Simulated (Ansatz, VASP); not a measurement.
**AlNi in VASP and in Ansatz**

```
Al Ni
1.0
     2.02120   -2.02115    0.00000
     2.02120    2.02115    0.00000
     0.00000    0.00000    2.86887
Al Ni
1 1
Direct
  0.98006 0.00000 0.00000
  0.50917 0.50000 0.50000
```

Change from the starting cell: mode 4 frozen in at -0.057 Å and mode 6 at +0.000 Å (largest displacements).

Alike in both runs: task single point; functional PBEsol; k mesh 16 × 16 × 16; occupations gaussian, width 0.15 eV; no spin polarisation.

```csv
,VASP,Ansatz
version,VASP 6.6.1,Ansatz 0.2.0
potentials or method,"VASP PAW PBE potentials, release 64 (Al, Ni), cutoff 520 eV","scalar-relativistic, plane waves, PAW"
valence electrons in the cell,13,21
```

```csv
,VASP,Ansatz,Ansatz less VASP
gap on the k mesh at the Fermi level (eV),none,none,-
pressure (GPa),0.7,0.5,-0.22
"traceless stress, the component that is largest in VASP (GPa)",0.18,0.18,-0.004
rms of the force components (eV/Å),0.301,0.298,-0.0026
```

VASP's potentials were made for PBE, not for PBEsol, and Ansatz warns of the same on its side. Atom by atom the forces differ by 0.003 eV/Å (rms over components). A gap of «none» marks a metal or a gap that the smearing closes. VASP's potentials hold 13 valence electrons a cell and Ansatz's 21, so a difference there can come from the potentials and not from the codes. Ansatz's warnings: near symmetry operations not taken.
